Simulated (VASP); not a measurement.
# HgTe (F-43m) in VASP: further runs

The runs below take HgTe through electric field gradients, with PBE.

Everything below comes from runs of VASP 6.6.1. Logs are shortened: lines on timing, memory, paths and dates and some standing lists are left out, and cuts for length are marked.

## 1. The cell of the first run

Symmetry: F-43m, No. 216, cubic system. The conventional cell has a = 6.490 Å, b = 6.490 Å, c = 6.490 Å, α = 90.00°, β = 90.00°, γ = 90.00°. Within 3.7 Å of Hg (site symmetry -43m) lie 4 Te at 2.81 Å. Te (site symmetry -43m) has 4 Hg at 2.81 Å within 3.7 Å.

## 2. Electric field gradients, PBE (34.17 Å³/atom)

Contents of INCAR:

```
SYSTEM = HgTe
PREC = Accurate ; ENCUT = 520
EDIFF = 1E-8 ; ISMEAR = -1
SIGMA = 0.03 ; LREAL = .FALSE.
LASPH = .TRUE. ; NELM = 60
ALGO = Normal ; ISIF = 2
LWAVE = .FALSE. ; LCHARG = .FALSE.
GGA = PE ; LEFG = .TRUE.
NBANDS = 16
```

Contents of KPOINTS:

```
regular mesh
0
G
  11 11 11
  0 0 0
```

Contents of POSCAR:

```
HgTe
1.0
    0.0000000000      3.2448483043      3.2448483043
    3.2448483043      0.0000000000      3.2448483043
    3.2448483043      3.2448483043      0.0000000000
Hg Te
1 1
Direct
    0.0000000000      0.0000000000      0.0000000000
    0.7500000000      0.7500000000      0.7500000000
```

Potentials or basis: VASP PAW PBE potentials, release 64 (Hg, Te).

Launch:

```bash
> cat potpaw_PBE.64/Hg/POTCAR potpaw_PBE.64/Te/POTCAR > POTCAR
> mpirun -np 1 vasp_std > vasp.out
```

OUTCAR:

```text
SYSTEM = HgTe
   PREC = Accurate
   ENCUT = 520
   EDIFF = 1E-8
   ISMEAR = -1
   LREAL = .FALSE.
   LASPH = .TRUE.
   NELM = 60
   ISIF = 2
   GGA = PE

 ion  position               nearest neighbor table
   1  0.000  0.000  0.000-   2 2.81   2 2.81   2 2.81   2 2.81
   2  0.750  0.750  0.750-   1 2.81   1 2.81   1 2.81   1 2.81

  LATTYP: Found a face centered cubic cell.
 ALAT       =     6.4896966086

  Lattice vectors:

 A1 = (   0.0000000000,   3.2448483043,   3.2448483043)
 A2 = (   3.2448483043,   0.0000000000,   3.2448483043)
 A3 = (   3.2448483043,   3.2448483043,   0.0000000000)

Analysis of symmetry for initial positions (statically):
=====================================================================
 Subroutine PRICEL returns:
 Original cell was already a primitive cell.

 Routine SETGRP: Setting up the symmetry group for a
 face centered cubic supercell.

 Subroutine GETGRP returns: Found 24 space group operations
 (whereof 24 operations were pure point group operations)
 out of a pool of 48 trial point group operations.

The static configuration has the point symmetry T_d .

Analysis of symmetry for dynamics (positions and initial velocities):
=====================================================================
 Subroutine PRICEL returns:
 Original cell was already a primitive cell.

 Routine SETGRP: Setting up the symmetry group for a
 face centered cubic supercell.

 Subroutine GETGRP returns: Found 24 space group operations
 (whereof 24 operations were pure point group operations)
 out of a pool of 48 trial point group operations.

The dynamic configuration has the point symmetry T_d .

 Subroutine INISYM returns: Found 24 space group operations
 (whereof 24 operations are pure point group operations),
 and found     1 'primitive' translations

----------------------------------------------------------------------------------------

                                     Primitive cell

  volume of cell :      68.3303

  direct lattice vectors                    reciprocal lattice vectors
     0.000000000  3.244848304  3.244848304    -0.154090408  0.154090408  0.154090408
     3.244848304  0.000000000  3.244848304     0.154090408 -0.154090408  0.154090408
     3.244848304  3.244848304  0.000000000     0.154090408  0.154090408 -0.154090408

  length of vectors
     4.588908480  4.588908480  4.588908480     0.266892416  0.266892416  0.266892416

  position of ions in fractional coordinates (direct lattice)
     0.000000000  0.000000000  0.000000000
     0.750000000  0.750000000  0.750000000

  ion indices of the primitive-cell ions
   primitive index   ion index
                 1           1
                 2           2

----------------------------------------------------------------------------------------

 KPOINTS: regular mesh

Automatic generation of k-mesh.
 Grid dimensions read from file:
 generate k-points for:   11   11   11

 Generating k-lattice:

  Cartesian coordinates                     Fractional coordinates (reciprocal lattice)
    -0.014008219  0.014008219  0.014008219     0.090909091  0.000000000  0.000000000
     0.014008219 -0.014008219  0.014008219     0.000000000  0.090909091  0.000000000
     0.014008219  0.014008219 -0.014008219     0.000000000  0.000000000  0.090909091

  Length of vectors
     0.024262947  0.024262947  0.024262947

  Shift w.r.t. Gamma in fractional coordinates (k-lattice)
     0.000000000  0.000000000  0.000000000

 Subroutine IBZKPT returns following result:
 ===========================================

 Found     56 irreducible k-points:

 Following reciprocal coordinates:
            Coordinates               Weight
  0.000000  0.000000  0.000000      1.000000
  0.090909  0.000000  0.000000      8.000000
  0.181818  0.000000  0.000000      8.000000
  0.272727  0.000000  0.000000      8.000000
  0.363636  0.000000  0.000000      8.000000
  0.454545  0.000000  0.000000      8.000000
[... 16 lines left out ...]
 -0.272727  0.181818  0.000000     24.000000
 -0.181818  0.181818  0.000000     12.000000
 [... further k-points ...]
   k-points           NKPTS =     56   k-points in BZ     NKDIM =     56   number of bands    NBANDS=     16
   number of dos      NEDOS =    301   number of ions     NIONS =      2
   total plane-waves  NPLWV =  46656
   dimension x,y,z NGX =    36 NGY =   36 NGZ =   36
   dimension x,y,z NGXF=    72 NGYF=   72 NGZF=   72
   ions per type =               1   1
   NGX,Y,Z   is equivalent  to a cutoff of  13.04, 13.04, 13.04 a.u.
   NGXF,Y,Z  is equivalent  to a cutoff of  26.08, 26.08, 26.08 a.u.
 SYSTEM =  HgTe
   PREC   = accura    normal or accurate (medium, high low for compatibility)
   ISTART =      0    job   : 0-new  1-cont  2-samecut
   ICHARG =      2    charge: 1-file 2-atom 10-const
   ISPIN  =      1    spin polarized calculation?
   LNONCOLLINEAR =      F non collinear calculations
   LSORBIT =      F    spin-orbit coupling
   LASPH  =      T    aspherical Exc in radial PAW
   ENCUT  =  520.0 eV  38.22 Ry    6.18 a.u.   8.53  8.53  8.53*2*pi/ulx,y,z
   NELM   =     60;   NELMIN=  2; NELMDL= -5     # of ELM steps
   EDIFF  = 0.1E-07   stopping-criterion for ELM
   LREAL  =      F    real-space projection
   EDIFFG = 0.1E-06   stopping-criterion for IOM
   NSW    =      0    number of steps for IOM
   IBRION =     -1    ionic relax: 0-MD 1-quasi-New 2-CG
   NFREE  =      0    steps in history (QN), initial steepest desc. (CG)
   ISIF   =      2    stress and relaxation
   ISYM   =      2    0-nonsym 1-usesym 2-fastsym
   POTIM  = 0.5000    time-step for ionic-motion
   TEBEG  =    0.0;   TEEND  =   0.0 temperature during run
   PSTRESS=    0.0 pullay stress
   NELECT =      18.0000    total number of electrons
   NUPDOWN=      -1.0000    fix difference up-down
   EMIN   =  10.00;   EMAX   =-10.00  energy-range for DOS
   EFERMI =   0.00;   METHOD = LEGACY
   ISMEAR =    -1;   SIGMA  =   0.03  broadening in eV -4-tet -1-fermi 0-gaus
   EFERMI_NEDOS =   21; number of points for ismear=-14 and -15
   IALGO  =     38    algorithm
   IMIX   =      4    mixing-type and parameters
     AMIX     =   0.40;   BMIX     =  1.00
     AMIX_MAG =   1.60;   BMIX_MAG =  1.00
  volume/ion in A,a.u.               =      34.17       230.56
  Fermi-wavevector in a.u.,A,eV,Ry     =   1.049449  1.983171 14.984679  1.101343
  Thomas-Fermi vector in A             =   2.184412
   LORBIT       =      0    0 simple, 1 ext, 2 COOP (PROOUT), +10 PAW based schemes
   GGA     = PE    functional components
   LHFCALC =     F    Hartree Fock is set to
   AEXX    =    0.0000 exact exchange contribution
   IVDW    =     0    specifies the selected vdW correction
   LEPSILON=     F    determine dielectric tensor
   LRPA    =     F    only Hartree local field effects (RPA)
 non-spin polarized calculation
  energy-cutoff  :      520.00
  volume of cell :       68.33
 maximum number of plane-waves:      1862
 NGX is ok and might be reduce to    36
   NGX = 17   NGY = 17   NGZ = 17

 number of electron      18.0000002 magnetization

 Free energy of the ion-electron system (eV)
  ---------------------------------------------------
  ext. energy  EPLUGINS =         0.00000000
  ---------------------------------------------------
  free energy    TOTEN  =        -3.60290305 eV

  energy without entropy =       -3.60275948  energy(sigma->0) =       -3.60283127

 E-fermi :   3.0055     XC(G=0):  -8.6891

 val. band max:        2.9711311532   @ k =   0.0000   0.0000   0.0000
 cond. band min:       3.4451107902   @ k =   0.0909   0.0000   0.0000
 fundamental gap:      0.4739796370
 Fermi energy:         3.0054798621

 k-point     1 :       0.0000    0.0000    0.0000
  band No.  band energies     occupation
      1      -8.9305      2.00000
      2      -4.3137      2.00000
      3      -4.3137      2.00000
      4      -4.3137      2.00000
      5      -3.7981      2.00000
      6      -3.7981      2.00000
[... 8 lines left out ...]
     15      12.5069      0.00000
     16      12.5069      0.00000
[... 419 lines left out ...]
 k-point    24 :      -0.1818    0.1818    0.0000
  band No.  band energies     occupation
      1      -8.5735      2.00000
      2      -4.2250      2.00000
      3      -4.2036      2.00000
      4      -4.1022      2.00000
      5      -3.8195      2.00000
      6      -3.7719      2.00000
[... 8 lines left out ...]
     15      12.1142      0.00000
     16      12.3891      0.00000

 [... further k-points ...]

------------------------ aborting loop because EDIFF is reached ----------------------------------------

  FORCE on cell =-STRESS in cart. coord.  units (eV):
  Direction    XX          YY          ZZ          XY          YZ          ZX
  --------------------------------------------------------------------------------------
  -------------------------------------------------------------------------------------
  Total        1.3275618      1.3275618      1.3275618      0.0000000      0.0000000      0.0000000
  in kB       31.1280653     31.1280653     31.1280653      0.0000000      0.0000000      0.0000000
  external PRESSURE =      31.1280653 kB  Pullay stress =       0.0000000 kB

 VOLUME and BASIS-vectors are now :
 -----------------------------------------------------------------------------
  energy-cutoff  :      520.00
  volume of cell :       68.33
      direct lattice vectors                 reciprocal lattice vectors
     0.000000000  3.244848304  3.244848304    -0.154090408  0.154090408  0.154090408
     3.244848304  0.000000000  3.244848304     0.154090408 -0.154090408  0.154090408
     3.244848304  3.244848304  0.000000000     0.154090408  0.154090408 -0.154090408

 POSITION                                       TOTAL-FORCE (eV/Angst)
 -----------------------------------------------------------------------------------
      0.00000      0.00000      0.00000         0.000000      0.000000      0.000000
      4.86727      4.86727      4.86727        -0.000000     -0.000000     -0.000000
 -----------------------------------------------------------------------------------
    total drift:                                0.000000      0.000000      0.000000

  FREE ENERGIE OF THE ION-ELECTRON SYSTEM (eV)
  ---------------------------------------------------
  free  energy   TOTEN  =        -3.6029030506 eV

  energy  without entropy=       -3.6027594806  energy(sigma->0) =       -3.60283127

 Electric field gradients (V/A^2)
---------------------------------------------------------------------
 ion       V_xx      V_yy      V_zz      V_xy      V_xz      V_yz
---------------------------------------------------------------------
   1      -0.000    -0.000     0.000    -0.000    -0.000    -0.000
   2       0.000    -0.000    -0.000    -0.000    -0.000    -0.000
---------------------------------------------------------------------

 Electric field gradients after diagonalization (V/A^2)
 (convention: |V_zz| > |V_xx| > |V_yy|)
----------------------------------------------------------------------
 ion       V_xx      V_yy      V_zz     asymmetry (V_yy - V_xx)/ V_zz
----------------------------------------------------------------------
   1       0.000     0.000    -0.000       0.000
   2       0.000     0.000    -0.000       0.000
----------------------------------------------------------------------

           NMR quadrupolar parameters

 Cq : quadrupolar parameter    Cq=e*Q*V_zz/h
 eta: asymmetry parameters     (V_yy - V_xx)/ V_zz
 Q  : nuclear electric quadrupole moment in mb (millibarn)
----------------------------------------------------------------------
 ion       Cq(MHz)       eta       Q (mb)
----------------------------------------------------------------------
   1      -0.000       0.000       1.000
   2      -0.000       0.000       1.000
----------------------------------------------------------------------
```

Wall time 2.4 min (1 thread of Intel Xeon 8259CL, shared host); peak memory 0.24 GiB.

Results:

* Free energy: -3.6029 eV
* Pressure: 3.1 GPa
* Band gap on the k mesh: zero (filled and empty bands touch)
* Largest electric field gradient by atom: under 0.05 V/Å² on every atom

Caveat: the cell stands under pressure; semilocal functionals underestimate gaps, and a narrow one can read as zero; spin-orbit coupling is left out, which moves the levels of the heavy elements.

## 3. Electric field gradients, PBE (34.17 Å³/atom)

Contents of INCAR:

```
  PREC = Accurate
  ENCUT = 520
  EDIFF = 1E-8
  ISMEAR = -1
  SIGMA = 0.03
  LREAL = F
  LASPH = T
  NELM = 60
  ALGO = Normal
  ISIF = 2
  LWAVE = F
  LCHARG = F
  GGA = PE
  LEFG = T
  NBANDS = 16
```

Contents of KPOINTS:

```
regular mesh
0
Gamma
  11 11 11
```

POSCAR is that of step 2.

Potentials or basis: VASP PAW PBE potentials, release 64 (Hg, Te).

Launch:

```bash
> cat potpaw_PBE.64/Hg/POTCAR potpaw_PBE.64/Te/POTCAR > POTCAR
> mpirun -np 1 vasp_std > vasp.out
```

OUTCAR:

```text
PREC = Accurate
   ENCUT = 520
   EDIFF = 1E-8
   ISMEAR = -1
   LREAL = F
   LASPH = T
   NELM = 60
   ISIF = 2
   GGA = PE

 ion  position               nearest neighbor table
   1  0.000  0.000  0.000-   2 2.81   2 2.81   2 2.81   2 2.81
   2  0.750  0.750  0.750-   1 2.81   1 2.81   1 2.81   1 2.81

  LATTYP: Found a face centered cubic cell.
 ALAT       =     6.4896966086

  Lattice vectors:

 A1 = (   0.0000000000,   3.2448483043,   3.2448483043)
 A2 = (   3.2448483043,   0.0000000000,   3.2448483043)
 A3 = (   3.2448483043,   3.2448483043,   0.0000000000)

Analysis of symmetry for initial positions (statically):
=====================================================================
 Subroutine PRICEL returns:
 Original cell was already a primitive cell.

 Routine SETGRP: Setting up the symmetry group for a
 face centered cubic supercell.

 Subroutine GETGRP returns: Found 24 space group operations
 (whereof 24 operations were pure point group operations)
 out of a pool of 48 trial point group operations.

The static configuration has the point symmetry T_d .

Analysis of symmetry for dynamics (positions and initial velocities):
=====================================================================
 Subroutine PRICEL returns:
 Original cell was already a primitive cell.

 Routine SETGRP: Setting up the symmetry group for a
 face centered cubic supercell.

 Subroutine GETGRP returns: Found 24 space group operations
 (whereof 24 operations were pure point group operations)
 out of a pool of 48 trial point group operations.
[... 157 lines left out ...]
  band No.  band energies     occupation
      1      -8.9305      2.00000
      2      -4.3137      2.00000
      3      -4.3137      2.00000
      4      -4.3137      2.00000
      5      -3.7981      2.00000
      6      -3.7981      2.00000
[... 433 lines left out ...]
      3      -4.2036      2.00000
      4      -4.1022      2.00000
      5      -3.8195      2.00000
      6      -3.7719      2.00000
[... 8 lines left out ...]
     15      12.1142      0.00000
     16      12.3891      0.00000

 [... further k-points ...]

------------------------ aborting loop because EDIFF is reached ----------------------------------------

  FORCE on cell =-STRESS in cart. coord.  units (eV):
  Direction    XX          YY          ZZ          XY          YZ          ZX
  --------------------------------------------------------------------------------------
  -------------------------------------------------------------------------------------
  Total        1.3275618      1.3275618      1.3275618      0.0000000      0.0000000      0.0000000
  in kB       31.1280653     31.1280653     31.1280653      0.0000000      0.0000000      0.0000000
  external PRESSURE =      31.1280653 kB  Pullay stress =       0.0000000 kB

 VOLUME and BASIS-vectors are now :
 -----------------------------------------------------------------------------
  energy-cutoff  :      520.00
  volume of cell :       68.33
      direct lattice vectors                 reciprocal lattice vectors
     0.000000000  3.244848304  3.244848304    -0.154090408  0.154090408  0.154090408
     3.244848304  0.000000000  3.244848304     0.154090408 -0.154090408  0.154090408
     3.244848304  3.244848304  0.000000000     0.154090408  0.154090408 -0.154090408

 POSITION                                       TOTAL-FORCE (eV/Angst)
 -----------------------------------------------------------------------------------
      0.00000      0.00000      0.00000         0.000000      0.000000      0.000000
      4.86727      4.86727      4.86727        -0.000000     -0.000000     -0.000000
 -----------------------------------------------------------------------------------
    total drift:                                0.000000      0.000000      0.000000

  FREE ENERGIE OF THE ION-ELECTRON SYSTEM (eV)
  ---------------------------------------------------
  free  energy   TOTEN  =        -3.6029030506 eV

  energy  without entropy=       -3.6027594806  energy(sigma->0) =       -3.60283127

 Electric field gradients (V/A^2)
---------------------------------------------------------------------
 ion       V_xx      V_yy      V_zz      V_xy      V_xz      V_yz
---------------------------------------------------------------------
   1      -0.000    -0.000     0.000    -0.000    -0.000    -0.000
   2       0.000    -0.000    -0.000    -0.000    -0.000    -0.000
---------------------------------------------------------------------

 Electric field gradients after diagonalization (V/A^2)
 (convention: |V_zz| > |V_xx| > |V_yy|)
----------------------------------------------------------------------
 ion       V_xx      V_yy      V_zz     asymmetry (V_yy - V_xx)/ V_zz
----------------------------------------------------------------------
   1       0.000     0.000    -0.000       0.000
   2       0.000     0.000    -0.000       0.000
----------------------------------------------------------------------

           NMR quadrupolar parameters

 Cq : quadrupolar parameter    Cq=e*Q*V_zz/h
 eta: asymmetry parameters     (V_yy - V_xx)/ V_zz
 Q  : nuclear electric quadrupole moment in mb (millibarn)
----------------------------------------------------------------------
 ion       Cq(MHz)       eta       Q (mb)
----------------------------------------------------------------------
   1      -0.000       0.000       1.000
   2      -0.000       0.000       1.000
----------------------------------------------------------------------
```

stdout:

```text
POSCAR found type information on POSCAR HgTe
 POSCAR found :  2 types and       2 ions
 scaLAPACK will be used
 LDA part: xc-table for (Slater+PW92), standard interpolation
 POSCAR, INCAR and KPOINTS ok, starting setup
 FFT: planning ... GRIDC
 FFT: planning ... GRID_SOFT
 FFT: planning ... GRID
 WAVECAR not read
 entering main loop
ion   1

ion   2
```

Run time: 2.3 min. Hardware: 1 thread of Intel Xeon 8259CL, shared host; peak memory 0.24 GiB.

Results:

```yaml
Free_energy: -3.6029 eV
Pressure: 3.1 GPa
Band_gap_on_the_k_mesh: zero (filled and empty bands touch)
Largest_electric_field_gradient_by_atom: under 0.05 V/Å² on every atom
```

Caveat: the cell stands under pressure; semilocal functionals underestimate gaps, and a narrow one can read as zero; spin-orbit coupling is left out, which moves the levels of the heavy elements.

The gap in the log of VASP goes by the Fermi energy; the results here count the filled bands.